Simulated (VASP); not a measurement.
# W (Im-3m) in VASP: notebook, part 2 of 2

VASP 6.6.1.

## 3. Single point, r2SCAN (15.43 Å³/atom)

This run uses another cell than the first one, of 15.43 Å³/atom.

POSCAR

```
W
1.0
   -1.5682171757      1.5682171757      1.5682171757
    1.5682171757     -1.5682171757      1.5682171757
    1.5682171757      1.5682171757     -1.5682171757
W
1
Direct
    0.0000000000      0.0000000000      0.0000000000
```

INCAR.step1

```
SYSTEM = W
  PREC = Accurate
  ENCUT = 520
  ISMEAR = 0
  SIGMA = 0.1
  LREAL = .False.
  LASPH = .True.
  NELM = 60
  NBANDS = 13
  GGA = PE
  ALGO = Normal
  EDIFF = 1E-4
  LWAVE = .True.
  LCHARG = .False.
```

INCAR.step2

```
SYSTEM = W
  PREC = Accurate
  ENCUT = 520
  EDIFF = 1E-7
  ISMEAR = 0
  SIGMA = 0.1
  LREAL = .False.
  LASPH = .True.
  NELM = 60
  ALGO = Normal
  ISIF = 2
  LWAVE = .False.
  LCHARG = .False.
  METAGGA = R2SCAN
  LMIXTAU = .True.
  NBANDS = 13
  ISTART = 1
```

KPOINTS

```
regular mesh
0
Gamma
  18 18 18
  0 0 0
```

Potentials or basis: VASP PAW PBE potentials, release 64 (W_sv).

Launch:

```bash
$ cat potpaw_PBE.64/W_sv/POTCAR > POTCAR
$ cp INCAR.step1 INCAR
$ mpirun -np 1 vasp_std > vasp.out
$ cp INCAR.step2 INCAR
$ mpirun -np 1 vasp_std > vasp.out
```

OUTCAR:

```text
SYSTEM = W
   PREC = Accurate
   ENCUT = 520
   EDIFF = 1E-7
   ISMEAR = 0
   LREAL = .False.
   LASPH = .True.
   NELM = 60
   ISIF = 2
   METAGGA = R2SCAN
   ISTART = 1

 ion  position               nearest neighbor table
   1  0.000  0.000  0.000-

  LATTYP: Found a body centered cubic cell.
 ALAT       =     3.1364343514

  Lattice vectors:

 A1 = (  -1.5682171757,   1.5682171757,   1.5682171757)
 A2 = (   1.5682171757,  -1.5682171757,   1.5682171757)
 A3 = (   1.5682171757,   1.5682171757,  -1.5682171757)

Analysis of symmetry for initial positions (statically):
=====================================================================
 Subroutine PRICEL returns:
 Original cell was already a primitive cell.

 Routine SETGRP: Setting up the symmetry group for a
 body centered cubic supercell.

 Subroutine GETGRP returns: Found 48 space group operations
 (whereof 48 operations were pure point group operations)
 out of a pool of 48 trial point group operations.

The static configuration has the point symmetry O_h .

Analysis of symmetry for dynamics (positions and initial velocities):
=====================================================================
 Subroutine PRICEL returns:
 Original cell was already a primitive cell.

 Routine SETGRP: Setting up the symmetry group for a
 body centered cubic supercell.

 Subroutine GETGRP returns: Found 48 space group operations
 (whereof 48 operations were pure point group operations)
 out of a pool of 48 trial point group operations.

The dynamic configuration has the point symmetry O_h .

 Subroutine INISYM returns: Found 48 space group operations
 (whereof 48 operations are pure point group operations),
 and found     1 'primitive' translations

----------------------------------------------------------------------------------------

                                     Primitive cell

  volume of cell :      15.4269

  direct lattice vectors                    reciprocal lattice vectors
    -1.568217176  1.568217176  1.568217176     0.000000000  0.318833391  0.318833391
     1.568217176 -1.568217176  1.568217176     0.318833391  0.000000000  0.318833391
     1.568217176  1.568217176 -1.568217176     0.318833391  0.318833391  0.000000000

  length of vectors
     2.716231826  2.716231826  2.716231826     0.450898506  0.450898506  0.450898506

  position of ions in fractional coordinates (direct lattice)
     0.000000000  0.000000000  0.000000000

  ion indices of the primitive-cell ions
   primitive index   ion index
                 1           1

----------------------------------------------------------------------------------------

 KPOINTS: regular mesh

Automatic generation of k-mesh.
 Grid dimensions read from file:
 generate k-points for:   18   18   18

 Generating k-lattice:

  Cartesian coordinates                     Fractional coordinates (reciprocal lattice)
     0.000000000  0.017712966  0.017712966     0.055555556  0.000000000  0.000000000
     0.017712966  0.000000000  0.017712966     0.000000000  0.055555556  0.000000000
     0.017712966  0.017712966  0.000000000     0.000000000  0.000000000  0.055555556

  Length of vectors
     0.025049917  0.025049917  0.025049917

  Shift w.r.t. Gamma in fractional coordinates (k-lattice)
     0.000000000  0.000000000  0.000000000

 Subroutine IBZKPT returns following result:
 ===========================================

 Found    195 irreducible k-points:

 Following reciprocal coordinates:
            Coordinates               Weight
  0.000000  0.000000  0.000000      1.000000
  0.055556  0.000000  0.000000     12.000000
  0.111111  0.000000  0.000000     12.000000
  0.166667  0.000000  0.000000     12.000000
  0.222222  0.000000  0.000000     12.000000
  0.277778  0.000000  0.000000     12.000000
[... 16 lines left out ...]
  0.333333  0.111111 -0.000000     48.000000
  0.388889  0.111111  0.000000     48.000000
 [... further k-points ...]
   k-points           NKPTS =    195   k-points in BZ     NKDIM =    195   number of bands    NBANDS=     13
   number of dos      NEDOS =    301   number of ions     NIONS =      1
   total plane-waves  NPLWV =   8000
   dimension x,y,z NGX =    20 NGY =   20 NGZ =   20
   dimension x,y,z NGXF=    40 NGYF=   40 NGZF=   40
   ions per type =               1
   NGX,Y,Z   is equivalent  to a cutoff of  12.24, 12.24, 12.24 a.u.
   NGXF,Y,Z  is equivalent  to a cutoff of  24.48, 24.48, 24.48 a.u.
 SYSTEM =  W
   PREC   = accura    normal or accurate (medium, high low for compatibility)
   ISTART =      1    job   : 0-new  1-cont  2-samecut
   ICHARG =      0    charge: 1-file 2-atom 10-const
   ISPIN  =      1    spin polarized calculation?
   LNONCOLLINEAR =      F non collinear calculations
   LSORBIT =      F    spin-orbit coupling
   LASPH  =      T    aspherical Exc in radial PAW
   ENCUT  =  520.0 eV  38.22 Ry    6.18 a.u.   5.05  5.05  5.05*2*pi/ulx,y,z
   NELM   =     60;   NELMIN=  2; NELMDL=  0     # of ELM steps
   EDIFF  = 0.1E-06   stopping-criterion for ELM
   LREAL  =      F    real-space projection
   EDIFFG = 0.1E-05   stopping-criterion for IOM
   NSW    =      0    number of steps for IOM
   IBRION =     -1    ionic relax: 0-MD 1-quasi-New 2-CG
   NFREE  =      0    steps in history (QN), initial steepest desc. (CG)
   ISIF   =      2    stress and relaxation
   ISYM   =      2    0-nonsym 1-usesym 2-fastsym
   POTIM  = 0.5000    time-step for ionic-motion
   TEBEG  =    0.0;   TEEND  =   0.0 temperature during run
   PSTRESS=    0.0 pullay stress
   NELECT =      14.0000    total number of electrons
   NUPDOWN=      -1.0000    fix difference up-down
   EMIN   =  10.00;   EMAX   =-10.00  energy-range for DOS
   EFERMI =   0.00;   METHOD = LEGACY
   ISMEAR =     0;   SIGMA  =   0.10  broadening in eV -4-tet -1-fermi 0-gaus
   EFERMI_NEDOS =   21; number of points for ismear=-14 and -15
   IALGO  =     38    algorithm
   IMIX   =      4    mixing-type and parameters
     AMIX     =   0.40;   BMIX     =  1.00
     AMIX_MAG =   1.60;   BMIX_MAG =  1.00
  volume/ion in A,a.u.               =      15.43       104.11
  Fermi-wavevector in a.u.,A,eV,Ry     =   1.584983  2.995184 34.180168  2.512171
  Thomas-Fermi vector in A             =   2.684517
   LORBIT       =      0    0 simple, 1 ext, 2 COOP (PROOUT), +10 PAW based schemes
   METAGGA = R2SCAN    functional components
   LHFCALC =     F    Hartree Fock is set to
   AEXX    =    0.0000 exact exchange contribution
   IVDW    =     0    specifies the selected vdW correction
   LEPSILON=     F    determine dielectric tensor
   LRPA    =     F    only Hartree local field effects (RPA)
 non-spin polarized calculation
 Gauss-broadening in eV      SIGMA  =   0.10
  energy-cutoff  :      520.00
  volume of cell :       15.43
 maximum number of plane-waves:       430
   NGX = 11   NGY = 11   NGZ = 11

 number of electron      14.0000004 magnetization

 Free energy of the ion-electron system (eV)
  ---------------------------------------------------
  ext. energy  EPLUGINS =         0.00000000
  ---------------------------------------------------
  free energy    TOTEN  =       -51.32832862 eV

  energy without entropy =      -51.32501916  energy(sigma->0) =      -51.32667389

 E-fermi :  11.6800     XC(G=0): -15.1356

 val. band max:       11.6767425863   @ k =  -0.2222   0.2778   0.1111
 cond. band min:      11.6935845288   @ k =  -0.3889   0.3889   0.2778
 fundamental gap:      0.0168419425
 Fermi energy:        11.6799598702

 k-point     1 :       0.0000    0.0000    0.0000
  band No.  band energies     occupation
      1     -64.3865      2.00000
      2     -27.2013      2.00000
      3     -27.2013      2.00000
      4     -27.2013      2.00000
      5       1.4063      2.00000
      6      10.3594      2.00000
      7      10.3594      2.00000
      8      10.3594      2.00000
      9      14.3145      0.00000
     10      14.3145      0.00000
     11      27.0054      0.00000
     12      27.0054      0.00000
     13      27.0054      0.00000
[... 353 lines left out ...]
 k-point    24 :       0.3889    0.1111    0.0000
  band No.  band energies     occupation
      1     -64.2159      2.00000
      2     -28.6085      2.00000
      3     -27.7246      2.00000
      4     -27.2771      2.00000
      5       5.4137      2.00000
      6       7.9656      2.00000
      7      11.0187      2.00000
      8      14.0083      0.00000
      9      15.4737      0.00000
     10      18.5763      0.00000
     11      23.6103      0.00000
     12      25.0381      0.00000
     13      29.7174      0.00000

 [... further k-points ...]
[... 5 lines left out ...]
  --------------------------------------------------------------------------------------
  -------------------------------------------------------------------------------------
  Total        1.1346798      1.1346798      1.1346798      0.0000000      0.0000000     -0.0000000
  in kB      117.8434050    117.8434050    117.8434050      0.0000000      0.0000000     -0.0000000
  external PRESSURE =     117.8434050 kB  Pullay stress =       0.0000000 kB

 VOLUME and BASIS-vectors are now :
 -----------------------------------------------------------------------------
  energy-cutoff  :      520.00
  volume of cell :       15.43
      direct lattice vectors                 reciprocal lattice vectors
    -1.568217176  1.568217176  1.568217176     0.000000000  0.318833391  0.318833391
     1.568217176 -1.568217176  1.568217176     0.318833391  0.000000000  0.318833391
     1.568217176  1.568217176 -1.568217176     0.318833391  0.318833391  0.000000000

 POSITION                                       TOTAL-FORCE (eV/Angst)
 -----------------------------------------------------------------------------------
      0.00000      0.00000      0.00000        -0.000000     -0.000000     -0.000000
 -----------------------------------------------------------------------------------
    total drift:                                0.000000     -0.000000      0.000000

  FREE ENERGIE OF THE ION-ELECTRON SYSTEM (eV)
  ---------------------------------------------------
  free  energy   TOTEN  =       -51.3283286239 eV

  energy  without entropy=      -51.3250191610  energy(sigma->0) =      -51.32667389
```

Wall time 3.2 min (1 thread of Intel Xeon 8259CL, shared host); peak memory 0.16 GiB.

Results:

```
Free energy            : -51.3283 eV
Pressure               : 11.8 GPa
Band gap on the k mesh : zero (bands 7 and 8 overlap by 6.87 eV)
```

Caveat: the cell stands under pressure; the PAW data sets were made with another functional, which shifts forces and pressure a little; spin-orbit coupling is left out, which moves the levels of the heavy elements.

## 4. Single point, r2SCAN (16.38 Å³/atom)

This run uses another cell than the first one, of 16.38 Å³/atom.

POSCAR

```
W
1.0
   -1.5999068687      1.5999068687      1.5999068687
    1.5999068687     -1.5999068687      1.5999068687
    1.5999068687      1.5999068687     -1.5999068687
W
1
Direct
    0.0000000000      0.0000000000      0.0000000000
```

INCAR.step1

```
PREC = Accurate
ENCUT = 520
ISMEAR = 0
SIGMA = 0.1
LREAL = False
LASPH = True
NELM = 80
NBANDS = 13
GGA = PE
ALGO = Normal
EDIFF = 1E-4
LWAVE = True
LCHARG = False
```

INCAR.step2

```
PREC = Accurate
ENCUT = 520
EDIFF = 1E-6
ISMEAR = 0
SIGMA = 0.1
LREAL = False
LASPH = True
NELM = 80
ALGO = Normal
ISIF = 2
LWAVE = False
LCHARG = False
METAGGA = R2SCAN
LMIXTAU = True
NBANDS = 13
ISTART = 1
```

KPOINTS

```
regular mesh
0
Gamma
  18 18 18
```

Launch:

```bash
$ cat potpaw_PBE.64/W_sv/POTCAR > POTCAR
$ cp INCAR.step1 INCAR
$ mpirun -np 1 vasp_std > vasp.out
$ cp INCAR.step2 INCAR
$ mpirun -np 1 vasp_std > vasp.out
```

It took 2.8 min on 1 thread of Intel Xeon 8259CL, shared host; peak memory 0.18 GiB.

Results (log left out):

```
Free energy            : -51.3378 eV
Pressure               : -7.7 GPa
Band gap on the k mesh : zero (bands 7 and 8 overlap by 6.33 eV)
```

Levels at points of the mesh, in eV from the Fermi level:
```csv
k point,band 3,band 4,band 5,band 6,band 7,band 8,band 9,band 10,band 11,band 12
"(0.00, 0.00, 0.00)",-39.05,-39.05,-9.93,-1.22,-1.22,-1.22,2.50,2.50,15.20,15.20
"(0.50, 0.00, 0.00)",-39.45,-39.06,-6.33,-3.58,0.43,2.32,3.33,6.06,11.14,12.00
"(0.50, 0.50, 0.50)",-39.92,-39.92,-5.73,-5.73,5.11,5.11,5.11,8.29,8.29,8.29
```

Caveat: the cell stands under tension; the PAW data sets were made with another functional, which shifts forces and pressure a little; spin-orbit coupling is left out, which moves the levels of the heavy elements.

## 5. Overview

| cell | gap on the mesh (eV) | pressure (GPa) |
| --- | --- | --- |
| a = 2.688 Å, angles 109.5°, 1 atom | none | 24.2 |
| a = 2.716 Å, angles 109.5°, 1 atom | none | 11.8 |
| a = 2.771 Å, angles 109.5°, 1 atom | none | -7.7 |

Alike in all rows: task single point; level r2SCAN; potentials or basis VASP PAW PBE potentials, release 64 (W_sv); no spin polarisation; k mesh 18 × 18 × 18; cutoff (eV) 520; smearing gaussian 0.1 eV.

Caveats: the PAW data sets were made with another functional, which shifts forces and pressure a little; spin-orbit coupling is left out, which moves the levels of the heavy elements; the cell stands under pressure (at least some runs); the cell stands under tension (at least some runs).

Absolute energies hang on the potentials; compare differences alone.
